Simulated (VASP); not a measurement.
Crystal: Sn.

```
CELL_PARAMETERS angstrom
0.00000 3.27589 3.27589
3.27589 0.00000 3.27589
3.27589 3.27589 0.00000
ATOMIC_POSITIONS crystal
Sn 0.75000 0.75000 0.75000
Sn 0.50000 0.50000 0.50000
```

This isn't the form of Sn at room conditions, which is tetragonal (white tin).

Base run:

```yaml
Program: VASP 6.6.1
Functional: PBEsol
Potentials_or_basis: VASP PAW PBE potentials, release 64 (Sn_d)
Cutoff: 520 eV
k_mesh: 7 × 7 × 7
Occupations: fermi-dirac, width 0.05 eV
Spin: no spin polarisation
```

Its results: band gap on the k mesh zero (bands 14 and 15 overlap by 0.17 eV); pressure -0.3 GPa.

Question: The run is repeated on the same cell with these changes: functional from PBEsol to HSE06; k mesh from 7 × 7 × 7 to 4 × 4 × 4. What comes out?

Answer: Band gap on the k mesh zero (filled and empty bands touch); pressure 0.5 GPa.

Several settings changed at once.

Caveats: some runs use coarse meshes; the PAW data sets were made with another functional, which shifts forces and pressure a little; spin-orbit coupling is left out, which moves the levels of the heavy elements.
